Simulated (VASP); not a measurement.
Write the native input for VASP 6.6.1 that does the following.

- Task: relaxation of cell and atoms
- Functional: PBE
- Potentials or basis: VASP PAW PBE potentials, release 64 (Sn_d, Pb_d, O)
- Cutoff: 600 eV
- k mesh: 4 × 4 × 1
- Occupations: gaussian, width 0.1 eV
- Spin: no spin polarisation
- Dipole correction: no
- Further INCAR settings: ALGO = Normal; EDIFF = 1e-06; IBRION = 2; EDIFFG = -0.025; NSW = 80; ISIF = 3

The structure of SnPb2O3 lies in POSCAR:

```
SnPb2O3
1.0
    3.8841088807     -0.0251032525      0.0411667804
   -0.0251032525      4.0268109621      0.0729679703
    0.1693067010      0.3000955193     16.2479955753
Sn Pb O
2 4 6
Direct
    0.4875412569      0.0154947224      0.9173989115
   -0.0076146181      0.4930956194      0.0878253329
    0.5355267752     -0.0095118105      0.2233112330
    0.5052819638      0.0059167977      0.5746710031
   -0.0072209575      0.4808349596      0.4220986148
    0.0121014382      0.5080030175      0.7765781166
    0.5095777649      0.4861043361      0.8501636243
    0.5103464554      0.5180982734      0.1549460517
    0.4643247943      0.5041185464      0.4988225873
   -0.0139863170     -0.0101412034      0.8482718812
   -0.0029427291      0.0068903414      0.1474061790
    0.0070641731      0.0010964003      0.4985064647
```

These files were run (other wordings do the same):

INCAR

```
PREC = Accurate ; ENCUT = 600
EDIFF = 1E-6 ; ISMEAR = 0
SIGMA = 0.1 ; LREAL = False
LASPH = True ; NELM = 60
ALGO = Normal ; ISIF = 3
LWAVE = False ; LCHARG = False
GGA = PE ; IBRION = 2
NSW = 80 ; EDIFFG = -0.025
KPAR = 4
```

KPOINTS

```
Automatic mesh
0
Gamma
  4 4 1
```

Potentials or basis: VASP PAW PBE potentials, release 64 (Sn_d, Pb_d, O).

Run with:

```bash
$ cat potpaw_PBE.64/Sn_d/POTCAR potpaw_PBE.64/Pb_d/POTCAR potpaw_PBE.64/O/POTCAR > POTCAR
$ mpirun -np 4 vasp_std > vasp.out
```

Results of the run:

| Property | Result |
| --- | --- |
| Relaxed volume | 21.64 Å³/atom |
| Relaxed cell | a = 3.930 Å, b = 4.042 Å, c = 16.351 Å, α = 89.94°, β = 90.13°, γ = 89.99° |
| Space group after relaxing (to 0.1 Å) | Pmm2 (No. 25) |
| Energy gained by relaxing | 41.6 meV/atom |
| Ionic steps | 15 |
| Pressure after relaxing | 0.0 GPa |
| Largest force after relaxing | 0.024 eV/Å |
| Band gap on the k mesh | 1.25 eV (least direct gap 1.51 eV) |

Caveat: spin-orbit coupling is left out, which moves the levels of the heavy elements.

Run time: 18 min on 4 MPI ranks on Intel(R) Xeon(R) Platinum 8259CL CPU @ 2.50GHz (Skylake/Cascade Lake), on a shared host, peak memory 0.52 GiB a rank.
